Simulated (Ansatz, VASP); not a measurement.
# Bi2B3Br in VASP and in Ansatz

The input INCAR:

```
PREC     = Accurate       # precision mode
ENCUT    = 520            # plane-wave cutoff, eV
EDIFF    = 1E-6           # SCF threshold, eV
ISMEAR   = 0              # smearing method
SIGMA    = 0.1            # smearing width, eV
LREAL    = False          # projectors in reciprocal space
LASPH    = True           # aspherical terms in the spheres
NELM     = 80             # most SCF steps
ALGO     = Normal         # electronic algorithm
ISIF     = 2              # what is computed and relaxed
LWAVE    = False          # write WAVECAR
LCHARG   = True           # write CHGCAR
GGA      = PE             # functional
LELF     = True           # ELF
LVHAR    = True         
NBANDS   = 32             # bands
```

KPOINTS

```
regular mesh
0
Gamma
  3 3 4
```

The input POSCAR:

```
Bi2B3Br
1.0
    5.8788750000      0.0000000000      0.0000000000
   -2.9394375000      5.0912551000      0.0000000000
    0.0000000000      0.0000000000      3.8911024700
B Bi Br
3 2 1
Direct
    0.5000000000      0.0000000000      0.5000000000
    0.0000000000      0.5000000000      0.5000000000
    0.5000000000      0.5000000000      0.5000000000
    0.6666666700      0.3333333300      0.0000000000
    0.3333333300      0.6666666700      0.0000000000
    0.0000000000      0.0000000000      0.0000000000
```

Input for Ansatz:

```yaml
crystal:
  lattice:
    - [5.878875, 0.0, 0.0]
    - [-2.9394375, 5.0912551, 0.0]
    - [0.0, 0.0, 3.89110247]
  atoms:
    - { symbol: B, position: [0.5, 0.0, 0.5] }
    - { symbol: B, position: [0.0, 0.5, 0.5] }
    - { symbol: B, position: [0.5, 0.5, 0.5] }
    - { symbol: Bi, position: [0.66666667, 0.33333333, 0.0] }
    - { symbol: Bi, position: [0.33333333, 0.66666667, 0.0] }
    - { symbol: Br, position: [0.0, 0.0, 0.0] }
basis:
  ecutwfc: 420
kpoints:
  mp_grid: { grid: [3, 3, 4] }
hamiltonian:
  xc: pbe
scf:
  occupations: { method: gaussian, width: 0.1 }
  lower_state_search: "off"
output:
  forces: true
  stress: true
  eigenvalues: true
```

Change from the starting cell: species swapped into the GdSi2Rh3 type (P6/mmm, No. 191).

Alike in both runs: task single point; functional PBE; k mesh 3 × 3 × 4; occupations gaussian, width 0.1 eV; no spin polarisation.

```csv
,VASP,Ansatz
version,VASP 6.6.1,Ansatz 0.2.0
potentials or method,"VASP PAW PBE potentials, release 64 (B, Bi_d, Br), cutoff 520 eV","scalar-relativistic, plane waves, PAW"
valence electrons in the cell,46,46
```

```csv
,VASP,Ansatz,Ansatz less VASP
gap on the k mesh at the Fermi level (eV),none,none,-
pressure (GPa),2.6,2.6,-0.01
"traceless stress, the component that is largest in VASP (GPa)",-4.61,-4.65,-0.036
```

A gap of «none» marks a metal or a gap that the smearing closes. With one functional, cell and mesh, what is left measures potentials, basis and numerics.

The k mesh is coarse, so the values compare programs but aren't converged. Neither program's run includes spin-orbit coupling.
